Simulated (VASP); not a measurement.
# Mg5Cd11O16 (P1) in VASP: single point with PBEsol

Aim: the single point of Mg5Cd11O16 with PBEsol.

Program: VASP 6.6.1. These are calculated values, not measurements. Logs are shortened: lines on timing, memory, paths and dates and some standing lists are left out, and cuts for length are marked.

### 1 The cell of the first run

The typed cell holds 64 atoms: a = 9.143 Å, b = 9.143 Å, c = 9.143 Å, α = 90.00°, β = 90.00°, γ = 90.00°.

### 2 Single point, PBEsol

INCAR reads:

```
PREC = Accurate
ENCUT = 520
EDIFF = 1E-6
ISMEAR = -1
SIGMA = 0.05
LREAL = Auto
LASPH = True
NELM = 60
ALGO = Normal
ISIF = 2
LWAVE = False
LCHARG = False
GGA = PS
NBANDS = 276
ISYM = 0
```

KPOINTS reads:

```
Automatic mesh
0
Gamma
  1 1 1
  0.25 0.25 0.25
```

POSCAR reads:

```
Mg5Cd11O16
1.0
    9.1431813123      0.0000000000      0.0000000000
    0.0000000000      9.1431813123      0.0000000000
    0.0000000000      0.0000000000      9.1431813123
O Cd Mg
32 22 10
Direct
    0.2524270000      0.0191020000      0.9984550000
    0.2505960000      0.0019930000      0.5000490000
    0.2632780000      0.4890290000      0.9867020000
    0.2654470000      0.5003200000      0.5141350000
    0.7487480000      0.0002740000      0.9998570000
    0.7471910000      0.9847810000      0.4999320000
    0.7321060000      0.4983370000      0.9983860000
    0.7345540000      0.5102400000      0.5014520000
    0.0139570000      0.2527460000      0.9878880000
    0.0005180000      0.2515310000      0.5145550000
    0.9978430000      0.7481950000      0.9855220000
    0.9840900000      0.7470810000      0.5129600000
    0.4894720000      0.2655550000      0.0098360000
    0.5006930000      0.2662490000      0.4867500000
    0.4991450000      0.7334640000      0.9956680000
    0.5096150000      0.7351040000      0.5025310000
    0.9997840000      0.0010990000      0.2497430000
    0.0026530000      0.9900040000      0.7498740000
    0.0004800000      0.4986380000      0.2501930000
    0.0149760000      0.5025810000      0.7500910000
    0.4984920000      0.9803830000      0.2491280000
    0.4982410000      0.9840640000      0.7494230000
    0.4975260000      0.5047520000      0.2499340000
    0.4879910000      0.5093180000      0.7491910000
    0.2636860000      0.2527520000      0.2361150000
    0.2409180000      0.2632160000      0.7612720000
    0.2601530000      0.7493050000      0.2498490000
    0.2475730000      0.7367950000      0.7494430000
    0.7327370000      0.2489680000      0.2494680000
    0.7674280000      0.2497450000      0.7502990000
    0.7379180000      0.7482560000      0.2641550000
    0.7463570000      0.7469040000      0.7378150000
    0.0020630000      0.0017170000      0.9966260000
    0.9975780000      0.9982370000      0.5029560000
    0.0037840000      0.4996660000      0.9963110000
    0.9999900000      0.5012610000      0.5039140000
    0.4985510000      0.9995680000      0.0013070000
    0.5005790000      0.9964360000      0.4977440000
    0.2521420000      0.2538740000      0.5013570000
    0.2522380000      0.7475800000      0.9971580000
    0.2524950000      0.7477690000      0.5022480000
    0.7482070000      0.2512270000      0.9995560000
    0.7484290000      0.2511130000      0.5001350000
    0.7460160000      0.7478140000      0.9981570000
    0.2533170000      0.0026490000      0.2477320000
    0.2495800000      0.0002480000      0.7511320000
    0.2529260000      0.5003880000      0.2481980000
    0.7453130000      0.9981150000      0.2512490000
    0.7514150000      0.9963110000      0.7485140000
    0.7451990000      0.5008840000      0.2511780000
    0.7488680000      0.5009230000      0.7489650000
    0.0023880000      0.2495620000      0.2475650000
    0.9961530000      0.7505050000      0.2527470000
    0.4968130000      0.2547360000      0.7513330000
    0.4948850000      0.5013270000      0.9957880000
    0.4993320000      0.5043450000      0.5033880000
    0.2541070000      0.2565090000      0.9967500000
    0.7438500000      0.7456520000      0.5032580000
    0.2531860000      0.5009390000      0.7517470000
    0.0070500000      0.2582600000      0.7527480000
    0.0016410000      0.7462780000      0.7471850000
    0.4970830000      0.2684460000      0.2466400000
    0.5017900000      0.7431900000      0.2544960000
    0.5006180000      0.7419480000      0.7467250000
```

Potentials or basis: VASP PAW PBE potentials, release 64 (O, Cd, Mg).

Started as:

```sh
> cat potpaw_PBE.64/O/POTCAR potpaw_PBE.64/Cd/POTCAR potpaw_PBE.64/Mg/POTCAR > POTCAR
> mpirun -np 1 vasp_std > vasp.out
```

OUTCAR:

```text
PREC = Accurate
   ENCUT = 520
   EDIFF = 1E-6
   ISMEAR = -1
   LREAL = Auto
   LASPH = True
   NELM = 60
   ISIF = 2
   GGA = PS
   ISYM = 0

 ion  position               nearest neighbor table
   1  0.252  0.019  0.998-  57 2.17  37 2.26  46 2.27  45 2.28  33 2.29  40 2.48
   2  0.251  0.002  0.500-  38 2.29  46 2.30  39 2.30  45 2.31  34 2.31  41 2.32
   3  0.263  0.489  0.987-  55 2.12  57 2.13  59 2.15  40 2.37  35 2.38  47 2.40
   4  0.265  0.500  0.514-  56 2.14  59 2.18  39 2.26  41 2.27  36 2.43  47 2.43
   5  0.749  0.000  1.000-  37 2.29  42 2.29  49 2.30  48 2.30  44 2.31  33 2.32
   6  0.747  0.985  0.500-  58 2.19  38 2.26  49 2.28  48 2.28  34 2.29  43 2.44
[... 76 lines left out ...]
  58  0.744  0.746  0.503-  16 2.14  32 2.14   8 2.15   6 2.19  31 2.19  12 2.20  56 3.14  64 3.15
                            51 3.17  63 3.17  38 3.19  49 3.21  50 3.21  36 3.24  61 3.24  53 3.25
  59  0.253  0.501  0.752-  24 2.15   3 2.15  28 2.16   4 2.18  20 2.18  26 2.18  55 3.14  64 3.16
                            60 3.16  57 3.16  54 3.17  40 3.18  35 3.19  56 3.20  41 3.21  61 3.21
  60  0.007  0.258  0.753-  26 2.14   9 2.15  10 2.18  30 2.19  20 2.24  18 2.45  35 3.14  59 3.16
                            57 3.17  36 3.18  39 3.21  33 3.24  46 3.24  51 3.24  42 3.27  34 3.30
  61  0.002  0.746  0.747-  12 2.15  11 2.18  18 2.23  20 2.23  28 2.25  32 2.34  36 3.16  35 3.21
                            41 3.21  34 3.21  59 3.21  51 3.22  49 3.23  40 3.24  58 3.24  46 3.25
  62  0.497  0.268  0.247-  25 2.14  23 2.16  29 2.16  13 2.17  14 2.20  21 2.63  47 3.08  50 3.11
                            55 3.13  56 3.19  57 3.19  42 3.22  39 3.23  43 3.27  45 3.30  37 3.33
  63  0.502  0.743  0.254-  31 2.16  21 2.17  23 2.18  27 2.21  16 2.27  15 2.37  50 3.14  56 3.15
                            58 3.17  47 3.18  38 3.21  41 3.21  48 3.22  44 3.24  55 3.24  40 3.28
  64  0.501  0.742  0.747-  24 2.13  22 2.21  16 2.24  32 2.25  15 2.28  28 2.31  56 3.11  58 3.15
                            59 3.16  51 3.16  55 3.17  41 3.19  44 3.21  40 3.23  38 3.26  49 3.27

IMPORTANT INFORMATION: All symmetrisations will be switched off!
NOSYMM: (Re-)initialisation of all symmetry stuff for point group C_1.

----------------------------------------------------------------------------------------

                                     Primitive cell

  volume of cell :     764.3495

  direct lattice vectors                    reciprocal lattice vectors
     9.143181312  0.000000000  0.000000000     0.109371122  0.000000000  0.000000000
     0.000000000  9.143181312  0.000000000     0.000000000  0.109371122  0.000000000
     0.000000000  0.000000000  9.143181312     0.000000000  0.000000000  0.109371122

  length of vectors
     9.143181312  9.143181312  9.143181312     0.109371122  0.109371122  0.109371122

  position of ions in fractional coordinates (direct lattice)
     0.252427000  0.019102000  0.998455000
     0.250596000  0.001993000  0.500049000
     0.263278000  0.489029000  0.986702000
     0.265447000  0.500320000  0.514135000
     0.748748000  0.000274000  0.999857000
     0.747191000  0.984781000  0.499932000
[... 56 lines left out ...]
     0.501790000  0.743190000  0.254496000
     0.500618000  0.741948000  0.746725000

  ion indices of the primitive-cell ions
   primitive index   ion index
                 1           1
                 2           2
                 3           3
                 4           4
                 5           5
                 6           6
[... 56 lines left out ...]
                63          63
                64          64

----------------------------------------------------------------------------------------

 KPOINTS: Automatic mesh

Automatic generation of k-mesh.
 Grid dimensions read from file:
 generate k-points for:    1    1    1

 Generating k-lattice:

  Cartesian coordinates                     Fractional coordinates (reciprocal lattice)
     0.109371122  0.000000000  0.000000000     1.000000000  0.000000000  0.000000000
     0.000000000  0.109371122  0.000000000     0.000000000  1.000000000  0.000000000
     0.000000000  0.000000000  0.109371122     0.000000000  0.000000000  1.000000000

  Length of vectors
     0.109371122  0.109371122  0.109371122

  Shift w.r.t. Gamma in fractional coordinates (k-lattice)
     0.250000000  0.250000000  0.250000000

 Subroutine IBZKPT returns following result:
 ===========================================

 Found      4 irreducible k-points:

 Following reciprocal coordinates:
            Coordinates               Weight
  0.250000  0.250000  0.250000      2.000000
 -0.250000  0.250000  0.250000      2.000000
 -0.250000 -0.250000  0.250000      2.000000
  0.250000 -0.250000  0.250000      2.000000
   k-points           NKPTS =      4   k-points in BZ     NKDIM =      4   number of bands    NBANDS=    276
   number of dos      NEDOS =    301   number of ions     NIONS =     64
   total plane-waves  NPLWV = 343000
   dimension x,y,z NGX =    70 NGY =   70 NGZ =   70
   dimension x,y,z NGXF=   140 NGYF=  140 NGZF=  140
   ions per type =              32  22  10
   NGX,Y,Z   is equivalent  to a cutoff of  12.73, 12.73, 12.73 a.u.
   NGXF,Y,Z  is equivalent  to a cutoff of  25.46, 25.46, 25.46 a.u.
 SYSTEM =  unknown system
   PREC   = accura    normal or accurate (medium, high low for compatibility)
   ISTART =      0    job   : 0-new  1-cont  2-samecut
   ICHARG =      2    charge: 1-file 2-atom 10-const
   ISPIN  =      1    spin polarized calculation?
   LNONCOLLINEAR =      F non collinear calculations
   LSORBIT =      F    spin-orbit coupling
   LASPH  =      T    aspherical Exc in radial PAW
   ENCUT  =  520.0 eV  38.22 Ry    6.18 a.u.  17.00 17.00 17.00*2*pi/ulx,y,z
   NELM   =     60;   NELMIN=  2; NELMDL= -5     # of ELM steps
   EDIFF  = 0.1E-05   stopping-criterion for ELM
   LREAL  =      T    real-space projection
   EDIFFG = 0.1E-04   stopping-criterion for IOM
   NSW    =      0    number of steps for IOM
   IBRION =     -1    ionic relax: 0-MD 1-quasi-New 2-CG
   NFREE  =      0    steps in history (QN), initial steepest desc. (CG)
   ISIF   =      2    stress and relaxation
   ISYM   =      0    0-nonsym 1-usesym 2-fastsym
   POTIM  = 0.5000    time-step for ionic-motion
   TEBEG  =    0.0;   TEEND  =   0.0 temperature during run
   PSTRESS=    0.0 pullay stress
   NELECT =     476.0000    total number of electrons
   NUPDOWN=      -1.0000    fix difference up-down
   EMIN   =  10.00;   EMAX   =-10.00  energy-range for DOS
   EFERMI =   0.00;   METHOD = LEGACY
   ISMEAR =    -1;   SIGMA  =   0.05  broadening in eV -4-tet -1-fermi 0-gaus
   EFERMI_NEDOS =   21; number of points for ismear=-14 and -15
   IALGO  =     38    algorithm
   IMIX   =      4    mixing-type and parameters
     AMIX     =   0.40;   BMIX     =  1.00
     AMIX_MAG =   1.60;   BMIX_MAG =  1.00
  volume/ion in A,a.u.               =      11.94        80.60
  Fermi-wavevector in a.u.,A,eV,Ry     =   1.398019  2.641873 26.592013  1.954458
  Thomas-Fermi vector in A             =   2.521218
   LORBIT       =      0    0 simple, 1 ext, 2 COOP (PROOUT), +10 PAW based schemes
   GGA     = PS    functional components
   LHFCALC =     F    Hartree Fock is set to
   AEXX    =    0.0000 exact exchange contribution
   IVDW    =     0    specifies the selected vdW correction
   LEPSILON=     F    determine dielectric tensor
   LRPA    =     F    only Hartree local field effects (RPA)
 non-spin polarized calculation
  energy-cutoff  :      520.00
  volume of cell :      764.35
 maximum number of plane-waves:     20621
 NGX is ok and might be reduce to    70
   NGX = 35   NGY = 35   NGZ = 35

 number of electron     476.0000017 magnetization

 Free energy of the ion-electron system (eV)
  ---------------------------------------------------
  ext. energy  EPLUGINS =         0.00000000
  ---------------------------------------------------
  free energy    TOTEN  =      -308.20475495 eV

  energy without entropy =     -308.20475391  energy(sigma->0) =     -308.20475443

 E-fermi :   3.0961     XC(G=0): -11.7449

 val. band max:        2.3240693546   @ k =  -0.2500  -0.2500   0.2500
 cond. band min:       3.8321683198   @ k =   0.2500   0.2500   0.2500
 fundamental gap:      1.5080989652
 Fermi energy:         3.0961424653

 k-point     1 :       0.2500    0.2500    0.2500
  band No.  band energies     occupation
      1     -15.0565      2.00000
      2     -14.8564      2.00000
      3     -14.8121      2.00000
      4     -14.7266      2.00000
      5     -14.6767      2.00000
      6     -14.6279      2.00000
[... 242 lines left out ...]
    249       7.1702      0.00000
    250       7.3143      0.00000

 k-point     2 :      -0.2500    0.2500    0.2500
  band No.  band energies     occupation
      1     -15.0563      2.00000
      2     -14.8505      2.00000
      3     -14.7986      2.00000
      4     -14.7776      2.00000
      5     -14.6440      2.00000
      6     -14.5913      2.00000
[... 242 lines left out ...]
    249       7.2309      0.00000
    250       7.3056      0.00000

 k-point     3 :      -0.2500   -0.2500    0.2500
  band No.  band energies     occupation
      1     -15.0567      2.00000
      2     -14.8556      2.00000
      3     -14.7897      2.00000
      4     -14.7740      2.00000
      5     -14.6460      2.00000
      6     -14.5926      2.00000
[... 242 lines left out ...]
    249       7.1927      0.00000
    250       7.2993      0.00000

 k-point     4 :       0.2500   -0.2500    0.2500
  band No.  band energies     occupation
      1     -15.0561      2.00000
      2     -14.8566      2.00000
      3     -14.8135      2.00000
      4     -14.7272      2.00000
      5     -14.6731      2.00000
      6     -14.6317      2.00000
[... 242 lines left out ...]
    249       7.1601      0.00000
    250       7.2934      0.00000
 [bands above 250 left out]

------------------------ aborting loop because EDIFF is reached ----------------------------------------

  FORCE on cell =-STRESS in cart. coord.  units (eV):
  Direction    XX          YY          ZZ          XY          YZ          ZX
  --------------------------------------------------------------------------------------
  -------------------------------------------------------------------------------------
  Total        4.8509984      6.4725366      5.2795537     -1.0529391      0.4201448     -1.3694702
  in kB       10.1683319     13.5672897     11.0666404     -2.2070991      0.8806789     -2.8705900
  external PRESSURE =      11.6007540 kB  Pullay stress =       0.0000000 kB

 VOLUME and BASIS-vectors are now :
 -----------------------------------------------------------------------------
  energy-cutoff  :      520.00
  volume of cell :      764.35
      direct lattice vectors                 reciprocal lattice vectors
     9.143181312  0.000000000  0.000000000     0.109371122  0.000000000  0.000000000
     0.000000000  9.143181312  0.000000000     0.000000000  0.109371122  0.000000000
     0.000000000  0.000000000  9.143181312     0.000000000  0.000000000  0.109371122

 POSITION                                       TOTAL-FORCE (eV/Angst)
 -----------------------------------------------------------------------------------
      2.30799      0.17465      9.12906        -0.031914      0.059272     -0.010428
      2.29124      0.01822      4.57204        -0.011732     -0.007267     -0.006188
      2.40720      4.47128      9.02160         0.090480     -0.067919     -0.044647
      2.42703      4.57452      4.70083         0.031927     -0.026201      0.034243
      6.84594      0.00251      9.14187         0.014879     -0.004071      0.001389
      6.83170      9.00403      4.57097         0.026145     -0.048586      0.013867
[... 56 lines left out ...]
      4.58796      6.79512      2.32690         0.000020     -0.005929      0.005995
      4.57724      6.78377      6.82744        -0.001374     -0.013499     -0.006239
 -----------------------------------------------------------------------------------
    total drift:                                0.001598     -0.000034     -0.010168

  FREE ENERGIE OF THE ION-ELECTRON SYSTEM (eV)
  ---------------------------------------------------
  free  energy   TOTEN  =      -308.2047549549 eV

  energy  without entropy=     -308.2047539076  energy(sigma->0) =     -308.20475443
```

Run time: 36 min. Hardware: 1 thread of Intel Xeon 8259CL, shared host; peak memory 1 GiB.

Results:

```yaml
Free_energy: -308.2048 eV
Pressure: 1.2 GPa
Largest_force: 0.122 eV/Å
Band_gap_on_the_k_mesh: 1.51 eV
```

Forces in eV/Å, atoms in the order of the input:
```
O   -0.032  0.059 -0.010
O   -0.012 -0.007 -0.006
O    0.090 -0.068 -0.045
O    0.032 -0.026  0.034
O    0.015 -0.004  0.001
O    0.026 -0.049  0.014
O   -0.046  0.020  0.021
O   -0.071  0.077 -0.014
O    0.061 -0.013 -0.075
O   -0.014 -0.026  0.053
O    0.015  0.027 -0.052
O   -0.060  0.019  0.073
O   -0.088  0.053  0.065
O   -0.006  0.053 -0.067
O    0.019 -0.049  0.009
O    0.083 -0.069 -0.012
O   -0.001 -0.005  0.003
O   -0.010 -0.017  0.004
O   -0.007  0.006 -0.003
O    0.045 -0.017 -0.012
O    0.019 -0.028  0.009
O    0.024 -0.048  0.010
O    0.012  0.005  0.001
O   -0.062  0.080  0.005
O    0.071 -0.001 -0.061
O   -0.096  0.036  0.051
O    0.037  0.008 -0.005
O    0.003 -0.043  0.013
O   -0.053  0.012  0.011
O    0.061 -0.017 -0.014
O   -0.074  0.002  0.060
O    0.014  0.027 -0.056
Cd  -0.006 -0.001  0.015
Cd   0.006  0.003 -0.016
Cd  -0.011  0.002  0.013
Cd   0.002 -0.007 -0.013
Cd   0.008  0.004 -0.003
Cd  -0.007  0.013  0.001
Cd  -0.008 -0.011 -0.007
Cd  -0.014  0.019  0.012
Cd  -0.014  0.014 -0.010
Cd   0.012 -0.007  0.003
Cd   0.010 -0.012 -0.002
Cd   0.011  0.009  0.010
Cd  -0.017 -0.002  0.007
Cd   0.004  0.002 -0.008
Cd  -0.018 -0.001  0.006
Cd   0.016  0.008 -0.006
Cd  -0.004  0.008  0.010
Cd   0.015 -0.012 -0.008
Cd   0.010 -0.009  0.007
Cd  -0.011  0.000  0.009
Cd   0.007 -0.001 -0.009
Cd   0.017 -0.020 -0.008
Mg  -0.008  0.002 -0.001
Mg  -0.002  0.008  0.000
Mg   0.007  0.007 -0.002
Mg  -0.009 -0.006  0.003
Mg   0.005  0.000  0.002
Mg   0.010  0.009  0.005
Mg   0.000 -0.006 -0.007
Mg  -0.006  0.008 -0.006
Mg   0.000 -0.006  0.006
Mg  -0.001 -0.013 -0.006
```

Caveat: the PAW data sets were made with another functional, which shifts forces and pressure a little; a shifted mesh leaves out Γ, where band edges can lie. A k mesh can miss the band edges.
